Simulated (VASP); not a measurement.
A run of VASP 6.6.1 is set up as follows.

Contents of INCAR:

```
ALGO = Normal ; EDIFF = 1E-6
ENCUT = 520 ; GGA = PE
ISIF = 2 ; ISMEAR = 0
LASPH = T ; LCHARG = F
LREAL = F ; LWAVE = F
NBANDS = 28 ; NELM = 100
PREC = Accurate ; SIGMA = 0.1
```

The input KPOINTS:

```
k-points
0
Gamma
  6 4 4
```

File POSCAR:

```
RbP2
1.0
    0.0000000000      3.5133092141      0.0000000000
    0.0000000000      0.0000000000      5.8810089073
    7.0266184281      0.0000000000      0.0000000000
Rb P
2 4
Direct
    0.5000000000      0.0000000000      0.2500000000
    0.5000000000      0.0000000000      0.7500000000
    0.5000000000      0.5000000000      0.5000000000
    0.5000000000      0.5000000000      1.0000000000
    0.0000000000      0.5000000000      0.2500000000
    0.0000000000      0.5000000000      0.7500000000
```

Potentials or basis: VASP PAW PBE potentials, release 64 (Rb_sv, P).

Command:

```bash
$ cat potpaw_PBE.64/Rb_sv/POTCAR potpaw_PBE.64/P/POTCAR > POTCAR
$ mpirun -np 1 vasp_std > vasp.out
```

(1) Predict the band gap on the k mesh.

(2) What does it give for the pressure?

Answers

(1) zero (band 19 reaches 4.97 eV, above the bottom of band 20 at 3.04 eV).

(2) 0.1 GPa.
